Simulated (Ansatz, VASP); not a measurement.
**Cu3O2: VASP beside Ansatz**

The input INCAR:

```
PREC = Accurate
ENCUT = 520
EDIFF = 1E-7
ISMEAR = 0
SIGMA = 0.15
LREAL = False
LASPH = True
NELM = 60
ALGO = Normal
ISIF = 2
LWAVE = False
LCHARG = True
GGA = CA
LELF = True
LVHAR = True
NBANDS = 30
```

The input KPOINTS:

```
Automatic mesh
0
Gamma
  14 14 14
```

File POSCAR:

```
Cu3O2
1.0
   -1.8963500000      1.8963500000      3.7799000000
    1.8963500000     -1.8963500000      3.7799000000
    1.8963500000      1.8963500000     -3.7799000000
Cu O
3 2
Direct
    0.2500000000      0.7500000000      0.5000000000
    0.7500000000      0.2500000000      0.5000000000
    0.0000000000      0.0000000000      0.0000000000
    0.0000000000      0.5000000000      0.5000000000
    0.5000000000      0.0000000000      0.5000000000
```

Input for Ansatz:

```yaml
crystal:
  lattice:
    - [-1.89635, 1.89635, 3.7799]
    - [1.89635, -1.89635, 3.7799]
    - [1.89635, 1.89635, -3.7799]
  atoms:
    - { symbol: Cu, position: [0.25, 0.75, 0.5] }
    - { symbol: Cu, position: [0.75, 0.25, 0.5] }
    - { symbol: Cu, position: [0.0, 0.0, 0.0] }
    - { symbol: O, position: [0.0, 0.5, 0.5] }
    - { symbol: O, position: [0.5, 0.0, 0.5] }
basis:
  ecutwfc: 520.0
kpoints:
  mp_grid: { grid: [14, 14, 14] }
hamiltonian:
  xc: lda
  pseudopotentials: { kind: paw, azcp: { folder: soft_1 } }
scf:
  occupations: { method: gaussian, width: 0.15 }
output:
  forces: true
  stress: true
  eigenvalues: true
```

Alike in both runs: task single point; functional LDA; k mesh 14 × 14 × 14; occupations gaussian, width 0.15 eV; no spin polarisation.

|  | VASP | Ansatz |
| --- | --- | --- |
| version | VASP 6.6.1 | Ansatz 0.2.0 |
| potentials or method | VASP PAW LDA potentials, release 64 (Cu, O), cutoff 520 eV | scalar-relativistic, plane waves, PAW |
| valence electrons in the cell | 45 | 69 |

```csv
,VASP,Ansatz,Ansatz less VASP
gap on the k mesh at the Fermi level (eV),none,none,-
pressure (GPa),-3.0,-4.1,-1.11
"traceless stress, the component that is largest in VASP (GPa)",-15.94,-16.38,-0.436
```

Ansatz warns that its potentials were made for another functional, while VASP's fit it. LDA's correlation is that of Perdew and Zunger in VASP and of Perdew and Wang (1992) in Ansatz. A gap of «none» marks a metal or a gap that the smearing closes. VASP's potentials hold 45 valence electrons a cell and Ansatz's 69, so a difference there can come from the potentials and not from the codes.
